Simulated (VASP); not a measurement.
# Tl (Immm) in VASP: relaxation of cell and atoms with PBE

Aim: the relaxation of cell and atoms of Tl with PBE.

Everything below comes from runs of VASP 6.6.1. Logs are shortened: lines on timing, memory, paths and dates and some standing lists are left out, and cuts for length are marked.

## 1. The cell of the first run

Symmetry: Immm, No. 71, orthorhombic system. The conventional cell has a = 3.720 Å, b = 3.849 Å, c = 4.360 Å, α = 90.00°, β = 90.00°, γ = 90.00°. Tl (site symmetry mmm) has 14 Tl at 3.45 to 4.36 Å within 4.5 Å.

The cell was generated, and may not be a known phase.

## 2. Relaxation of cell and atoms, PBE

INCAR

```
PREC     = Accurate       # precision mode
ENCUT    = 600            # plane-wave cutoff, eV
EDIFF    = 1E-6           # SCF threshold, eV
ISMEAR   = 0              # smearing method
SIGMA    = 0.1            # smearing width, eV
LREAL    = False          # projectors in reciprocal space
LASPH    = True           # aspherical terms in the spheres
NELM     = 100            # most SCF steps
ALGO     = Normal         # electronic algorithm
ISIF     = 3              # what is computed and relaxed
LWAVE    = False          # write WAVECAR
LCHARG   = False          # write CHGCAR
GGA      = PE             # functional
IBRION   = 2              # ionic algorithm
NSW      = 100            # ionic steps
EDIFFG   = -0.01          # ionic threshold
```

KPOINTS

```
Automatic mesh
0
Gamma
  20 20 20
```

POSCAR

```
Tl
1.0
   -1.8599069472      1.9247224611      2.1799614189
    1.8599069472     -1.9247224611      2.1799614189
    1.8599069472      1.9247224611     -2.1799614189
Tl
1
Direct
    0.5000000000      0.5000000000      0.0000000000
```

Potentials or basis: VASP PAW PBE potentials, release 64 (Tl_d).

Started as:

```console
cat potpaw_PBE.64/Tl_d/POTCAR > POTCAR
mpirun -np 1 vasp_std > vasp.out
```

OUTCAR:

```text
PREC = Accurate
   ENCUT = 600
   EDIFF = 1E-6
   ISMEAR = 0
   LREAL = False
   LASPH = True
   NELM = 100
   ISIF = 3
   GGA = PE
   IBRION = 2
   NSW = 100
   EDIFFG = -0.01

 ion  position               nearest neighbor table
   1  0.500  0.500  0.000-

  LATTYP: Found a body centered orthorhombic cell.
 ALAT       =     3.7198138944
 B/A-ratio  =     1.0348487939
 C/A-ratio  =     1.1720809055

  Lattice vectors:

 A1 = (  -1.8599069472,   1.9247224611,   2.1799614189)
 A2 = (   1.8599069472,  -1.9247224611,   2.1799614189)
 A3 = (   1.8599069472,   1.9247224611,  -2.1799614189)

Analysis of symmetry for initial positions (statically):
=====================================================================
 Subroutine PRICEL returns:
 Original cell was already a primitive cell.

 Routine SETGRP: Setting up the symmetry group for a
 body centered orthorhombic supercell.

 Subroutine GETGRP returns: Found  8 space group operations
 (whereof  8 operations were pure point group operations)
 out of a pool of  8 trial point group operations.

The static configuration has the point symmetry D_2h.

Analysis of symmetry for dynamics (positions and initial velocities):
=====================================================================
 Subroutine PRICEL returns:
 Original cell was already a primitive cell.

 Routine SETGRP: Setting up the symmetry group for a
 body centered orthorhombic supercell.

 Subroutine GETGRP returns: Found  8 space group operations
 (whereof  8 operations were pure point group operations)
 out of a pool of  8 trial point group operations.

The dynamic configuration has the point symmetry D_2h.

 Subroutine INISYM returns: Found  8 space group operations
 (whereof  8 operations are pure point group operations),
 and found     1 'primitive' translations

----------------------------------------------------------------------------------------

                                     Primitive cell

  volume of cell :      31.2153

  direct lattice vectors                    reciprocal lattice vectors
    -1.859906947  1.924722461  2.179961419     0.000000000  0.259777713  0.229361857
     1.859906947 -1.924722461  2.179961419     0.268830653  0.000000000  0.229361857
     1.859906947  1.924722461 -2.179961419     0.268830653  0.259777713  0.000000000

  length of vectors
     3.451962079  3.451962079  3.451962079     0.346541948  0.353379091  0.373837372

  position of ions in fractional coordinates (direct lattice)
     0.500000000  0.500000000  0.000000000

  ion indices of the primitive-cell ions
   primitive index   ion index
                 1           1

----------------------------------------------------------------------------------------

 KPOINTS: Automatic mesh

Automatic generation of k-mesh.
 Grid dimensions read from file:
 generate k-points for:   20   20   20

 Generating k-lattice:

  Cartesian coordinates                     Fractional coordinates (reciprocal lattice)
     0.000000000  0.012988886  0.011468093     0.050000000 -0.000000000  0.000000000
     0.013441533  0.000000000  0.011468093    -0.000000000  0.050000000  0.000000000
     0.013441533  0.012988886  0.000000000     0.000000000  0.000000000  0.050000000

  Length of vectors
     0.017327097  0.017668955  0.018691869

  Shift w.r.t. Gamma in fractional coordinates (k-lattice)
     0.000000000  0.000000000  0.000000000

 Subroutine IBZKPT returns following result:
 ===========================================

 Found   1166 irreducible k-points:

 Following reciprocal coordinates:
            Coordinates               Weight
  0.000000  0.000000  0.000000      1.000000
  0.050000  0.000000  0.000000      4.000000
  0.100000  0.000000 -0.000000      4.000000
  0.150000  0.000000  0.000000      4.000000
  0.200000  0.000000 -0.000000      4.000000
  0.250000  0.000000  0.000000      4.000000
[... 16 lines left out ...]
 -0.450000  0.050000  0.000000      8.000000
 -0.400000  0.050000  0.000000      8.000000
 [... further k-points ...]
   k-points           NKPTS =   1166   k-points in BZ     NKDIM =   1166   number of bands    NBANDS=     10
   number of dos      NEDOS =    301   number of ions     NIONS =      1
   total plane-waves  NPLWV =  21952
   dimension x,y,z NGX =    28 NGY =   28 NGZ =   28
   dimension x,y,z NGXF=    56 NGYF=   56 NGZF=   56
   ions per type =               1
   NGX,Y,Z   is equivalent  to a cutoff of  13.48, 13.48, 13.48 a.u.
   NGXF,Y,Z  is equivalent  to a cutoff of  26.97, 26.97, 26.97 a.u.
 SYSTEM =  unknown system
   PREC   = accura    normal or accurate (medium, high low for compatibility)
   ISTART =      0    job   : 0-new  1-cont  2-samecut
   ICHARG =      2    charge: 1-file 2-atom 10-const
   ISPIN  =      1    spin polarized calculation?
   LNONCOLLINEAR =      F non collinear calculations
   LSORBIT =      F    spin-orbit coupling
   LASPH  =      T    aspherical Exc in radial PAW
   ENCUT  =  600.0 eV  44.10 Ry    6.64 a.u.   6.89  6.89  6.89*2*pi/ulx,y,z
   NELM   =    100;   NELMIN=  2; NELMDL= -5     # of ELM steps
   EDIFF  = 0.1E-05   stopping-criterion for ELM
   LREAL  =      F    real-space projection
   EDIFFG = -.1E-01   stopping-criterion for IOM
   NSW    =    100    number of steps for IOM
   IBRION =      2    ionic relax: 0-MD 1-quasi-New 2-CG
   NFREE  =      1    steps in history (QN), initial steepest desc. (CG)
   ISIF   =      3    stress and relaxation
   ISYM   =      2    0-nonsym 1-usesym 2-fastsym
   POTIM  = 0.5000    time-step for ionic-motion
   TEBEG  =    0.0;   TEEND  =   0.0 temperature during run
   PSTRESS=    0.0 pullay stress
   NELECT =      13.0000    total number of electrons
   NUPDOWN=      -1.0000    fix difference up-down
   EMIN   =  10.00;   EMAX   =-10.00  energy-range for DOS
   EFERMI =   0.00;   METHOD = LEGACY
   ISMEAR =     0;   SIGMA  =   0.10  broadening in eV -4-tet -1-fermi 0-gaus
   EFERMI_NEDOS =   21; number of points for ismear=-14 and -15
   IALGO  =     38    algorithm
   IMIX   =      4    mixing-type and parameters
     AMIX     =   0.40;   BMIX     =  1.00
     AMIX_MAG =   1.60;   BMIX_MAG =  1.00
  volume/ion in A,a.u.               =      31.22       210.65
  Fermi-wavevector in a.u.,A,eV,Ry     =   1.222550  2.310284 20.335650  1.494628
  Thomas-Fermi vector in A             =   2.357693
   LORBIT       =      0    0 simple, 1 ext, 2 COOP (PROOUT), +10 PAW based schemes
   GGA     = PE    functional components
   LHFCALC =     F    Hartree Fock is set to
   AEXX    =    0.0000 exact exchange contribution
   IVDW    =     0    specifies the selected vdW correction
   LEPSILON=     F    determine dielectric tensor
   LRPA    =     F    only Hartree local field effects (RPA)
 conjugate gradient relaxation of ions
 non-spin polarized calculation
 Gauss-broadening in eV      SIGMA  =   0.10
  energy-cutoff  :      600.00
  volume of cell :       31.22
 maximum number of plane-waves:      1068
   NGX = 13   NGY = 13   NGZ = 13

--------------------------------------- Ionic step        1  -------------------------------------------

 number of electron      13.0000001 magnetization

 Free energy of the ion-electron system (eV)
  ---------------------------------------------------
  ext. energy  EPLUGINS =         0.00000000
  ---------------------------------------------------
  free energy    TOTEN  =        -2.21319593 eV

  energy without entropy =       -2.21035214  energy(sigma->0) =       -2.21177403

------------------------ aborting loop because EDIFF is reached ----------------------------------------

  FORCE on cell =-STRESS in cart. coord.  units (eV):
  Direction    XX          YY          ZZ          XY          YZ          ZX
  --------------------------------------------------------------------------------------
  -------------------------------------------------------------------------------------
  Total        0.0974246      0.0528351     -0.0927238      0.0000000      0.0000000      0.0000000
  in kB        5.0004744      2.7118450     -4.7591976      0.0000000      0.0000000      0.0000000
  external PRESSURE =       0.9843739 kB  Pullay stress =       0.0000000 kB
[... 86 lines left out ...]
  FREE ENERGIE OF THE ION-ELECTRON SYSTEM (eV)
  ---------------------------------------------------
  free  energy   TOTEN  =        -2.2167864980 eV

  energy  without entropy=       -2.2140265576  energy(sigma->0) =       -2.21540653

[... ionic steps 4 to 8 ...]

--------------------------------------- Ionic step        9  -------------------------------------------

 number of electron      12.9999998 magnetization

------------------------ aborting loop because EDIFF is reached ----------------------------------------

  FORCE on cell =-STRESS in cart. coord.  units (eV):
  Direction    XX          YY          ZZ          XY          YZ          ZX
  --------------------------------------------------------------------------------------
  -------------------------------------------------------------------------------------
  Total        0.0150229      0.0166171      0.0038768      0.0000000      0.0000000      0.0000000
  in kB        0.7689268      0.8505220      0.1984298      0.0000000      0.0000000      0.0000000
  external PRESSURE =       0.6059595 kB  Pullay stress =       0.0000000 kB
[... 55 lines left out ...]
  energy  without entropy=       -2.2191497083  energy(sigma->0) =       -2.22050199

--------------------------------------- Ionic step       11  -------------------------------------------

 number of electron      12.9999998 magnetization

 Free energy of the ion-electron system (eV)
  ---------------------------------------------------
  ext. energy  EPLUGINS =         0.00000000
  ---------------------------------------------------
  free energy    TOTEN  =        -2.22187489 eV

  energy without entropy =       -2.21912029  energy(sigma->0) =       -2.22049759

 E-fermi :   5.6669     XC(G=0):  -9.7411

 val. band max:        5.6615539358   @ k =   0.2500   0.2000   0.0500
 cond. band min:       5.6677173446   @ k =   0.2000   0.2500   0.0500
 fundamental gap:      0.0061634088
 Fermi energy:         5.6669369072

 k-point     1 :       0.0000    0.0000    0.0000
  band No.  band energies     occupation
      1      -5.9129      2.00000
      2      -5.9100      2.00000
      3      -5.8901      2.00000
      4      -5.5702      2.00000
      5      -5.5504      2.00000
      6      -3.7933      2.00000
      7      15.4509      0.00000
      8      15.5712      0.00000
      9      15.5951      0.00000
     10      17.6175      0.00000
[... 287 lines left out ...]
 k-point    24 :      -0.4000    0.0500    0.0000
  band No.  band energies     occupation
      1      -6.0138      2.00000
      2      -5.9588      2.00000
      3      -5.6092      2.00000
      4      -5.5611      2.00000
      5      -5.4298      2.00000
      6      -0.8192      2.00000
      7       5.3104      2.00000
      8      11.3549      0.00000
      9      12.7336      0.00000
     10      15.6745      0.00000

 [... further k-points ...]

------------------------ aborting loop because EDIFF is reached ----------------------------------------

  FORCE on cell =-STRESS in cart. coord.  units (eV):
  Direction    XX          YY          ZZ          XY          YZ          ZX
  --------------------------------------------------------------------------------------
  -------------------------------------------------------------------------------------
  Total        0.0053549      0.0082500      0.0064734     -0.0000000     -0.0000000      0.0000000
  in kB        0.2737094      0.4216891      0.3308828     -0.0000000     -0.0000000      0.0000000
  external PRESSURE =       0.3420937 kB  Pullay stress =       0.0000000 kB
[... 16 lines left out ...]
  FREE ENERGIE OF THE ION-ELECTRON SYSTEM (eV)
  ---------------------------------------------------
  free  energy   TOTEN  =        -2.2218748881 eV

  energy  without entropy=       -2.2191202937  energy(sigma->0) =       -2.22049759

 reached required accuracy - stopping structural energy minimisation
```

Wall time 17 min (1 thread of AMD EPYC 9R45 (Zen 5), shared host); peak memory 0.53 GiB.

Results:

```
Free energy                           : -2.2219 eV
Relaxed volume                        : 31.35 Å³/atom
Relaxed cell                          : a = 3.441 Å, b = 3.441 Å, c = 3.441 Å, α = 110.14°, β = 109.93°, γ = 108.36°
Space group after relaxing (to 0.1 Å) : I4/mmm (No. 139)
Energy gained by relaxing             : 8.7 meV/atom
Ionic steps                           : 11
Pressure after relaxing               : 0.0 GPa
Band gap on the k mesh                : zero (an odd number of electrons rules out a gap without spin polarisation)
```

The path:
```tsv
step	energy change (eV)	largest force (eV/Å)	pressure (GPa)	volume (Å³)
1	0.0000	0.0000	0.10	31.22
2	-0.0010	0.0000	-0.01	31.30
3	-0.0036	0.0000	-0.17	31.55
4	-0.0068	0.0000	-0.53	32.02
5	-0.0077	0.0000	-0.34	31.81
6	-0.0085	0.0000	-0.09	31.51
7	-0.0080	0.0000	0.44	30.91
8	-0.0086	0.0000	0.05	31.32
9	-0.0086	0.0000	0.06	31.30
10	-0.0087	0.0000	0.06	31.32
11	-0.0087	0.0000	0.03	31.35
```

Final structure:
```xyz
1
Lattice="-1.9701 1.9753 2.0137 1.9701 -1.9753 2.0137 1.9701 1.9753 -2.0137" Properties=species:S:1:pos:R:3 pbc="T T T"
Tl    0.0000    0.0000    2.0137
```

Caveat: spin-orbit coupling is left out, which moves the levels of the heavy elements.
